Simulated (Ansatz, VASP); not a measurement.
**C in VASP and in Ansatz**

The input INCAR:

```
ALGO     = Normal         # electronic algorithm
EDIFF    = 1E-6           # SCF threshold, eV
ENCUT    = 600            # plane-wave cutoff, eV
GGA      = PS             # functional
GGA_COMPAT= False        
ISIF     = 2              # what is computed and relaxed
ISMEAR   = 0              # smearing method
LASPH    = True           # aspherical terms in the spheres
LCHARG   = False          # write CHGCAR
LREAL    = False          # projectors in reciprocal space
LWAVE    = False          # write WAVECAR
NBANDS   = 11             # bands
NELM     = 120            # most SCF steps
PREC     = Accurate       # precision mode
SIGMA    = 0.01           # smearing width, eV
```

The input KPOINTS:

```
k-points
0
Gamma
  9 9 9
```

POSCAR

```
C
1.0
   -0.0131329370      1.7814679574      1.7814679574
    1.7814679574     -0.0131329370      1.7814679574
    1.7814679574      1.7814679574     -0.0131329370
C
2
Direct
   -0.0000873341     -0.0000873341     -0.0000873341
    0.2500873341      0.2500873341      0.2500873341
```

Input for Ansatz:

```yaml
crystal:
  lattice:
    - [-0.013132937, 1.7814679574, 1.7814679574]
    - [1.7814679574, -0.013132937, 1.7814679574]
    - [1.7814679574, 1.7814679574, -0.013132937]
  atoms:
    - { symbol: C, position: [-8.73341e-05, -8.73341e-05, -8.73341e-05] }
    - { symbol: C, position: [0.2500873341, 0.2500873341, 0.2500873341] }
basis:
  ecutwfc: 420
kpoints:
  mp_grid: { grid: [9, 9, 9] }
  band_path:
    path:
      - [0.0, 0.0, 0.0]
      - [0.0, 0.0, 0.0]
      - [0.0, 0.0, 0.0]
      - [0.0, 0.0, 0.0]
      - [0.0, 0.0, 0.0]
      - [0.0, 0.0, 0.0]
      - [0.0, 0.0, 0.0]
      - [0.0, 0.0, 0.0]
      - [0.0, 0.0, 0.0]
      - [0.0, 0.0, 0.0]
      - [0.0, 0.0, 0.0]
      - [0.0, 0.0, 0.0]
      - [0.0, 0.0, 0.0]
      - [0.0, 0.0, 0.0]
      - [0.0, 0.0, 0.0]
      - [0.0, 0.0, 0.0]
      - [0.0, 0.0, 0.0]
      - [0.0, 0.0, 0.0]
      - [0.0, 0.0, 0.0]
      - [0.0, 0.0, 0.0]
      - [0.0, 0.0, 0.0]
      - [0.0, 0.0, 0.0]
      - [0.0, 0.0, 0.0]
      - [0.0, 0.0, 0.0]
      - [0.0, 0.0, 0.0]
      - [0.0, 0.0, 0.0]
      - [0.3, 0.3, 0.0]
      - [0.3166666667, 0.3166666667, 0.0]
      - [0.3333333333, 0.3333333333, 0.0]
      - [0.35, 0.35, 0.0]
      - [0.3666666667, 0.3666666667, 0.0]
      - [0.3833333333, 0.3833333333, 0.0]
      - [0.4, 0.4, 0.0]
      - [0.4166666667, 0.4166666667, 0.0]
      - [0.4333333333, 0.4333333333, 0.0]
      - [0.45, 0.45, 0.0]
      - [0.4666666667, 0.4666666667, 0.0]
      - [0.4833333333, 0.4833333333, 0.0]
      - [0.5, 0.5, 0.0]
      - [0.0, 0.3, 0.3]
      - [0.0, 0.3166666667, 0.3166666667]
      - [0.0, 0.3333333333, 0.3333333333]
      - [0.0, 0.35, 0.35]
      - [0.0, 0.3666666667, 0.3666666667]
      - [0.0, 0.3833333333, 0.3833333333]
      - [0.0, 0.4, 0.4]
      - [0.0, 0.4166666667, 0.4166666667]
      - [0.0, 0.4333333333, 0.4333333333]
      - [0.0, 0.45, 0.45]
      - [0.0, 0.4666666667, 0.4666666667]
      - [0.0, 0.4833333333, 0.4833333333]
      - [0.0, 0.5, 0.5]
      - [0.5, 0.5, 0.5]
      - [0.5, 0.5, 0.5]
      - [0.5, 0.5, 0.5]
      - [0.5, 0.5, 0.5]
      - [0.5, 0.5, 0.5]
      - [0.5, 0.5, 0.5]
      - [0.5, 0.5, 0.5]
      - [0.5, 0.5, 0.5]
      - [0.5, 0.5, 0.5]
      - [0.5, 0.5, 0.5]
      - [0.5, 0.5, 0.5]
      - [0.5, 0.5, 0.5]
      - [0.5, 0.5, 0.5]
      - [0.0, 0.0, 0.5]
      - [0.0, 0.0, 0.5]
      - [0.0, 0.0, 0.5]
      - [0.0, 0.0, 0.5]
      - [0.0, 0.0, 0.5]
      - [0.0, 0.0, 0.5]
      - [0.0, 0.0, 0.5]
      - [0.0, 0.0, 0.5]
      - [0.0, 0.0, 0.5]
      - [0.0, 0.0, 0.5]
      - [0.0, 0.0, 0.5]
      - [0.0, 0.0, 0.5]
      - [0.0, 0.0, 0.5]
    npoints: 1
hamiltonian:
  xc: pbesol
  pseudopotentials: { kind: paw, azcp: { folder: soft_1 } }
scf:
  occupations: { method: fixed }
  n_extra_bands: 5
output:
  eigenvalues: true
```

Alike in both runs: task single point; functional PBEsol; k mesh 9 × 9 × 9; no spin polarisation.

|  | VASP | Ansatz |
| --- | --- | --- |
| version | VASP 6.6.1 | Ansatz 0.2.0 |
| potentials or method | VASP PAW PBE potentials, release 64 (C), cutoff 600 eV | scalar-relativistic, plane waves, PAW |
| occupations | gaussian, width 0.01 eV | fixed |
| valence electrons in the cell | 8 | 8 |

|  | VASP | Ansatz | Ansatz less VASP |
| --- | --- | --- | --- |
| gap on the k mesh at the Fermi level (eV) | 4.00 | 4.00 | +0.005 |
| least direct gap on the mesh (eV) | 5.40 | 5.40 | 0.000 |

VASP's potentials were made for PBE, not for PBEsol, and Ansatz warns of the same on its side.
